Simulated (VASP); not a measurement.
**GaN: single point with PBE**

The system is GaN.

```
Ga N
1.0
    -0.02710    2.24895    2.24895
     2.24895   -0.02710    2.24895
     2.22185    2.22185    0.00000
Ga N
1 1
Cartesian
  0.0000 0.0000 0.0079
  3.3328 3.3328 3.3656
```

This cell differs from its parent crystal: shear xy strain -2.4%.

```yaml
Program: VASP 6.6.1
Task: single point
Functional: PBE
Potentials_or_basis: VASP PAW PBE potentials, release 64 (Ga_d, N)
Cutoff: 520 eV
k_mesh: 10 × 10 × 10
Occupations: fermi-dirac, width 0.02 eV
Spin: no spin polarisation
```

* Pressure: 6.3 GPa
* Largest force: 0.016 eV/Å
* Band gap on the k mesh: 1.67 eV, direct

Forces on the atoms (eV/Å):
```
Ga   0.000  0.000  0.016
N    0.000  0.000 -0.016
```

Stress tensor (GPa, compression positive):
```
6.33 3.74 0.00
3.74 6.33 0.00
0.00 0.00 6.27
```

Levels at points of the mesh, in eV from the valence-band top:
| k point | band 6 | band 7 | band 8 | band 9 | band 10 | band 11 | band 12 | band 13 |
| --- | --- | --- | --- | --- | --- | --- | --- | --- |
| (0.00, 0.00, 0.00) | -13.20 | -0.16 | -0.08 | 0.00 | 1.67 | 9.99 | 10.28 | 10.54 |
| (0.50, 0.00, 0.00) | -12.00 | -7.20 | -1.05 | -0.95 | 4.71 | 8.62 | 10.41 | 10.50 |
| (0.50, 0.50, 0.00) | -11.54 | -6.23 | -2.97 | -2.63 | 3.24 | 6.66 | 11.67 | 13.84 |
| (0.00, 0.00, 0.50) | -11.91 | -7.11 | -1.15 | -1.07 | 4.49 | 8.71 | 10.15 | 10.25 |
| (0.50, 0.00, 0.50) | -11.53 | -6.23 | -2.80 | -2.80 | 3.27 | 6.62 | 11.64 | 13.94 |

It took 16 s on 1 thread of Intel(R) Xeon(R) 6975P-C (Granite Rapids), with other jobs on the host, peak memory 0.18 GiB.

Caveat: the cell differs from its parent crystal (shear xy strain -2.4%).
